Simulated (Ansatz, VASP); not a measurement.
One calculation of LiBiS, two programs

```
Bi Li S
1.0
     7.49069    0.00000    0.00000
     0.00000    8.98706    0.00000
     0.00000    0.00000    3.66566
Bi Li S
4 4 4
Direct
  0.13000 0.12700 0.25000
  0.87000 0.87300 0.75000
  0.63000 0.37300 0.25000
  0.37000 0.62700 0.75000
  0.48000 0.82000 0.25000
  0.52000 0.18000 0.75000
  0.98000 0.68000 0.25000
  0.02000 0.32000 0.75000
  0.82500 0.04000 0.25000
  0.17500 0.96000 0.75000
  0.32500 0.46000 0.25000
  0.67500 0.54000 0.75000
```

Alike in both runs: task single point; functional PBE; k mesh 4 × 3 × 7; occupations methfessel-paxton of order 1, width 0.0196 eV; no spin polarisation.

|  | VASP | Ansatz |
| --- | --- | --- |
| version | VASP 6.6.1 | Ansatz 0.2.0 |
| potentials or method | VASP PAW PBE potentials, release 64 (Bi_d, Li_sv, S), cutoff 520 eV | PAW plane waves |
| valence electrons in the cell | 96 | 96 |

|  | VASP | Ansatz | Ansatz less VASP |
| --- | --- | --- | --- |
| rms of the force components (eV/Å) | 2.731 | 2.742 | +0.0103 |

Atom by atom the forces differ by 0.011 eV/Å (rms over components). The functional is the same, so the differences come from potentials, cutoffs and numerics.

Neither program's run includes spin-orbit coupling. Noted on VASP's run: the cutoff is short for stress, so the pressure is rough.
